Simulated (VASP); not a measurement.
# BaOs (Pm-3m) in VASP: single point with PBE

Aim: the single point of BaOs with PBE.

Everything below comes from runs of VASP 6.6.1. Logs are shortened: lines on timing, memory, paths and dates and some standing lists are left out, and cuts for length are marked.

### Step 1. The cell of the first run

The structure is cubic, space group Pm-3m (No. 221). The conventional cell has a = 3.728 Å, b = 3.728 Å, c = 3.728 Å, α = 90.00°, β = 90.00°, γ = 90.00°. Within 4.2 Å of Ba (site symmetry m-3m) lie 8 Os at 3.23 Å and 6 Ba at 3.73 Å. Os (site symmetry m-3m) has 8 Ba at 3.23 Å and 6 Os at 3.73 Å within 4.2 Å.

### Step 2. Single point, PBE

File POSCAR:

```
BaOs
1.0
    3.7279657443      0.0000000000      0.0000000000
    0.0000000000      3.7279657443      0.0000000000
    0.0000000000      0.0000000000      3.7279657443
Ba Os
1 1
Direct
    0.0000000000      0.0000000000      0.0000000000
    0.5000000000      0.5000000000      0.5000000000
```

File INCAR.step1:

```
SYSTEM = BaOs
ALGO = Fast
EDIFF = 1E-7
ENCUT = 520
GGA = PE
ISIF = 2
ISMEAR = 0
LASPH = .TRUE.
LCHARG = .TRUE.
LMAXMIX = 4
LREAL = .FALSE.
LWAVE = .FALSE.
NBANDS = 16
NELM = 80
PREC = Accurate
SIGMA = 0.05
```

File KPOINTS.step1:

```
k-points
0
G
  8 8 8
  0 0 0
```

File INCAR.step2:

```
SYSTEM = BaOs
ALGO = Fast
EDIFF = 1E-7
ENCUT = 520
GGA = PE
ICHARG = 11
ISIF = 2
ISMEAR = -5
LASPH = .TRUE.
LCHARG = .FALSE.
LMAXMIX = 4
LORBIT = 10
LREAL = .FALSE.
LWAVE = .FALSE.
NEDOS = 1001
NELM = 80
PREC = Accurate
SIGMA = 0.05
```

File KPOINTS.step2:

```
k-points
0
G
  12 12 12
  0 0 0
```

Potentials or basis: VASP PAW PBE potentials, release 64 (Ba_sv, Os).

Command:

```bash
> cat potpaw_PBE.64/Ba_sv/POTCAR potpaw_PBE.64/Os/POTCAR > POTCAR
> cp INCAR.step1 INCAR
> cp KPOINTS.step1 KPOINTS
> mpirun -np 1 vasp_std > vasp.out
> cp INCAR.step2 INCAR
> cp KPOINTS.step2 KPOINTS
> mpirun -np 1 vasp_std > vasp.out
```

OUTCAR:

```text
SYSTEM = BaOs
   EDIFF = 1E-7
   ENCUT = 520
   GGA = PE
   ICHARG = 11
   ISIF = 2
   ISMEAR = -5
   LASPH = .TRUE.
   LORBIT = 10
   LREAL = .FALSE.
   NELM = 80
   PREC = Accurate

 ion  position               nearest neighbor table
   1  0.000  0.000  0.000-   2 3.23   2 3.23   2 3.23   2 3.23   2 3.23   2 3.23   2 3.23   2 3.23

   2  0.500  0.500  0.500-   1 3.23   1 3.23   1 3.23   1 3.23   1 3.23   1 3.23   1 3.23   1 3.23

  LATTYP: Found a simple cubic cell.
 ALAT       =     3.7279657443

  Lattice vectors:

 A1 = (   3.7279657443,   0.0000000000,   0.0000000000)
 A2 = (   0.0000000000,   3.7279657443,   0.0000000000)
 A3 = (   0.0000000000,   0.0000000000,   3.7279657443)

Analysis of symmetry for initial positions (statically):
=====================================================================
 Subroutine PRICEL returns:
 Original cell was already a primitive cell.

 Routine SETGRP: Setting up the symmetry group for a
 simple cubic supercell.

 Subroutine GETGRP returns: Found 48 space group operations
 (whereof 48 operations were pure point group operations)
 out of a pool of 48 trial point group operations.

The static configuration has the point symmetry O_h .

Analysis of symmetry for dynamics (positions and initial velocities):
=====================================================================
 Subroutine PRICEL returns:
 Original cell was already a primitive cell.

 Routine SETGRP: Setting up the symmetry group for a
 simple cubic supercell.

 Subroutine GETGRP returns: Found 48 space group operations
 (whereof 48 operations were pure point group operations)
 out of a pool of 48 trial point group operations.

The dynamic configuration has the point symmetry O_h .

 Subroutine INISYM returns: Found 48 space group operations
 (whereof 48 operations are pure point group operations),
 and found     1 'primitive' translations

----------------------------------------------------------------------------------------

                                     Primitive cell

  volume of cell :      51.8103

  direct lattice vectors                    reciprocal lattice vectors
     3.727965744  0.000000000  0.000000000     0.268242808  0.000000000  0.000000000
     0.000000000  3.727965744  0.000000000     0.000000000  0.268242808  0.000000000
     0.000000000  0.000000000  3.727965744     0.000000000  0.000000000  0.268242808

  length of vectors
     3.727965744  3.727965744  3.727965744     0.268242808  0.268242808  0.268242808

  position of ions in fractional coordinates (direct lattice)
     0.000000000  0.000000000  0.000000000
     0.500000000  0.500000000  0.500000000

  ion indices of the primitive-cell ions
   primitive index   ion index
                 1           1
                 2           2

----------------------------------------------------------------------------------------

 KPOINTS: k-points

Automatic generation of k-mesh.
 Grid dimensions read from file:
 generate k-points for:   12   12   12

 Generating k-lattice:

  Cartesian coordinates                     Fractional coordinates (reciprocal lattice)
     0.022353567  0.000000000  0.000000000     0.083333333  0.000000000  0.000000000
     0.000000000  0.022353567  0.000000000     0.000000000  0.083333333  0.000000000
     0.000000000  0.000000000  0.022353567     0.000000000  0.000000000  0.083333333

  Length of vectors
     0.022353567  0.022353567  0.022353567

  Shift w.r.t. Gamma in fractional coordinates (k-lattice)
     0.000000000  0.000000000  0.000000000

 TETIRR: Found    854 inequivalent tetrahedra from    10368

 Subroutine IBZKPT returns following result:
 ===========================================

 Found     84 irreducible k-points:

 Following reciprocal coordinates:
            Coordinates               Weight
  0.000000  0.000000  0.000000      1.000000
  0.083333  0.000000  0.000000      6.000000
  0.166667  0.000000  0.000000      6.000000
  0.250000  0.000000  0.000000      6.000000
  0.333333  0.000000  0.000000      6.000000
  0.416667  0.000000  0.000000      6.000000
[... 16 lines left out ...]
  0.333333  0.333333  0.000000     12.000000
  0.416667  0.333333  0.000000     24.000000
 [... further k-points ...]
   k-points           NKPTS =     84   k-points in BZ     NKDIM =     84   number of bands    NBANDS=     13
   number of dos      NEDOS =   1001   number of ions     NIONS =      2
   total plane-waves  NPLWV =  21952
   dimension x,y,z NGX =    28 NGY =   28 NGZ =   28
   dimension x,y,z NGXF=    56 NGYF=   56 NGZF=   56
   ions per type =               1   1
   NGX,Y,Z   is equivalent  to a cutoff of  12.49, 12.49, 12.49 a.u.
   NGXF,Y,Z  is equivalent  to a cutoff of  24.97, 24.97, 24.97 a.u.
 SYSTEM =  BaOs
   PREC   = accura    normal or accurate (medium, high low for compatibility)
   ISTART =      0    job   : 0-new  1-cont  2-samecut
   ICHARG =     11    charge: 1-file 2-atom 10-const
   ISPIN  =      1    spin polarized calculation?
   LNONCOLLINEAR =      F non collinear calculations
   LSORBIT =      F    spin-orbit coupling
   LASPH  =      T    aspherical Exc in radial PAW
   ENCUT  =  520.0 eV  38.22 Ry    6.18 a.u.   6.93  6.93  6.93*2*pi/ulx,y,z
   NELM   =     80;   NELMIN=  2; NELMDL=  0     # of ELM steps
   EDIFF  = 0.1E-06   stopping-criterion for ELM
   LREAL  =      F    real-space projection
   EDIFFG = 0.1E-05   stopping-criterion for IOM
   NSW    =      0    number of steps for IOM
   IBRION =     -1    ionic relax: 0-MD 1-quasi-New 2-CG
   NFREE  =      0    steps in history (QN), initial steepest desc. (CG)
   ISIF   =      2    stress and relaxation
   ISYM   =      2    0-nonsym 1-usesym 2-fastsym
   POTIM  = 0.5000    time-step for ionic-motion
   TEBEG  =    0.0;   TEEND  =   0.0 temperature during run
   PSTRESS=    0.0 pullay stress
   NELECT =      18.0000    total number of electrons
   NUPDOWN=      -1.0000    fix difference up-down
   EMIN   =  10.00;   EMAX   =-10.00  energy-range for DOS
   EFERMI =   0.00;   METHOD = LEGACY
   ISMEAR =    -5;   SIGMA  =   0.05  broadening in eV -4-tet -1-fermi 0-gaus
   EFERMI_NEDOS =   21; number of points for ismear=-14 and -15
   IALGO  =     68    algorithm
   IMIX   =      4    mixing-type and parameters
     AMIX     =   0.40;   BMIX     =  1.00
     AMIX_MAG =   1.60;   BMIX_MAG =  1.00
  volume/ion in A,a.u.               =      25.91       174.82
  Fermi-wavevector in a.u.,A,eV,Ry     =   1.150872  2.174833 18.021008  1.324507
  Thomas-Fermi vector in A             =   2.287533
   LORBIT       =     10    0 simple, 1 ext, 2 COOP (PROOUT), +10 PAW based schemes
   GGA     = PE    functional components
   LHFCALC =     F    Hartree Fock is set to
   AEXX    =    0.0000 exact exchange contribution
   IVDW    =     0    specifies the selected vdW correction
   LEPSILON=     F    determine dielectric tensor
   LRPA    =     F    only Hartree local field effects (RPA)
 non-spin polarized calculation
 RMM-DIIS sequential band-by-band and
 Fermi weights with tetrahedron method with Bloechl corrections
  energy-cutoff  :      520.00
  volume of cell :       51.81
 maximum number of plane-waves:      1412
 NGX is ok and might be reduce to    28

 number of electron      18.0000000 magnetization

 Free energy of the ion-electron system (eV)
  ---------------------------------------------------
  ext. energy  EPLUGINS =         0.00000000
  ---------------------------------------------------
  free energy    TOTEN  =        -9.99908749 eV

  energy without entropy =       -9.99908749  energy(sigma->0) =       -9.99908749

 E-fermi :   3.6930     XC(G=0): -10.7055

 val. band max:        3.7954045506   @ k =   0.4167   0.4167   0.4167
 cond. band min:       3.5873214368   @ k =   0.3333   0.3333   0.3333
 fundamental gap:     -0.2080831137
 Fermi energy:         3.6930499461

 k-point     1 :       0.0000    0.0000    0.0000
  band No.  band energies     occupation
      1     -22.8129      2.00000
      2      -7.5875      2.00000
      3      -7.5875      2.00000
      4      -7.5875      2.00000
      5      -0.4429      2.00000
      6       1.3129      2.00000
      7       1.3129      2.00000
      8       3.4802      2.00000
      9       3.4802      2.00000
     10       3.4802      2.00000
     11       7.7720      0.00000
     12       7.7720      0.00000
     13      12.0973      0.00000

 k-point     2 :       0.0833    0.0000    0.0000
  band No.  band energies     occupation
      1     -22.8035      2.00000
      2      -7.7129      2.00000
      3      -7.5830      2.00000
      4      -7.5830      2.00000
      5      -0.2755      2.00000
      6       1.3561      2.00000
      7       1.4314      2.00000
      8       3.4817      2.00000
      9       3.4818      2.00000
     10       3.4981      2.02044
     11       7.6432      0.00000
     12       7.8389      0.00000
     13      10.9810      0.00000

 k-point     3 :       0.1667    0.0000    0.0000
  band No.  band energies     occupation
      1     -22.7776      2.00000
      2      -8.0318      2.00000
      3      -7.5706      2.00000
      4      -7.5706      2.00000
      5       0.1790      2.00000
      6       1.4807      2.00000
      7       1.7558      2.00000
      8       3.4905      2.00000
      9       3.4905      2.00000
     10       3.5479      2.26632
     11       7.2951      0.00000
     12       7.9194      0.00000
     13       9.8331      0.00000
[... 305 lines left out ...]
 k-point    23 :       0.3333    0.3333    0.0000
  band No.  band energies     occupation
      1     -22.6139      2.00000
      2      -8.5794      2.00000
      3      -8.4445      2.00000
      4      -7.4113      2.00000
      5       1.0804      2.00000
      6       2.2588      2.00000
      7       2.7754      2.00000
      8       3.2105      2.00000
      9       3.5391      1.91733
     10       3.7469      0.11817
     11       6.6466      0.00000
     12       8.1119      0.00000
     13       8.1290      0.00000

 k-point    24 :       0.4167    0.3333    0.0000
  band No.  band energies     occupation
      1     -22.5911      2.00000
      2      -8.7240      2.00000
      3      -8.4386      2.00000
      4      -7.3796      2.00000
      5       0.8992      2.00000
      6       2.2125      2.00000
      7       2.7294      2.00000
      8       2.9677      2.00000
      9       3.6746      1.28264
     10       4.2023     -0.03109
     11       6.6381      0.00000
     12       8.0467      0.00000
     13       8.3185      0.00000

 [... further k-points ...]

------------------------ aborting loop because EDIFF is reached ----------------------------------------

  FORCE on cell =-STRESS in cart. coord.  units (eV):
  Direction    XX          YY          ZZ          XY          YZ          ZX
  --------------------------------------------------------------------------------------
  -------------------------------------------------------------------------------------
  Total        0.6880064      0.6880064      0.6880064     -0.0000000      0.0000000      0.0000000
  in kB       21.2758699     21.2758699     21.2758699     -0.0000000      0.0000000      0.0000000
  external PRESSURE =      21.2758699 kB  Pullay stress =       0.0000000 kB

 VOLUME and BASIS-vectors are now :
 -----------------------------------------------------------------------------
  energy-cutoff  :      520.00
  volume of cell :       51.81
      direct lattice vectors                 reciprocal lattice vectors
     3.727965744  0.000000000  0.000000000     0.268242808  0.000000000  0.000000000
     0.000000000  3.727965744  0.000000000     0.000000000  0.268242808  0.000000000
     0.000000000  0.000000000  3.727965744     0.000000000  0.000000000  0.268242808

 POSITION                                       TOTAL-FORCE (eV/Angst)
 -----------------------------------------------------------------------------------
      0.00000      0.00000      0.00000         0.000000      0.000000      0.000000
      1.86398      1.86398      1.86398         0.000000      0.000000      0.000000
 -----------------------------------------------------------------------------------
    total drift:                                0.000000      0.000000      0.000000

  FREE ENERGIE OF THE ION-ELECTRON SYSTEM (eV)
  ---------------------------------------------------
  free  energy   TOTEN  =        -9.9990874885 eV

  energy  without entropy=       -9.9990874885  energy(sigma->0) =       -9.99908749

 total charge

# of ion       s       p       d       tot
------------------------------------------
    1        2.055   5.514   0.615   8.184
    2        0.627   0.139   6.051   6.816
--------------------------------------------------
tot          2.682   5.652   6.666  15.000
```

Run time: 38 s. Hardware: 1 thread of Intel Xeon Platinum 8488C (Sapphire Rapids), shared host; peak memory 0.2 GiB.

Results:

```
Valence electrons inside the program's atomic spheres : Ba 8.18; Os 6.82
```

Caveat: spin-orbit coupling is left out, which moves the levels of the heavy elements.
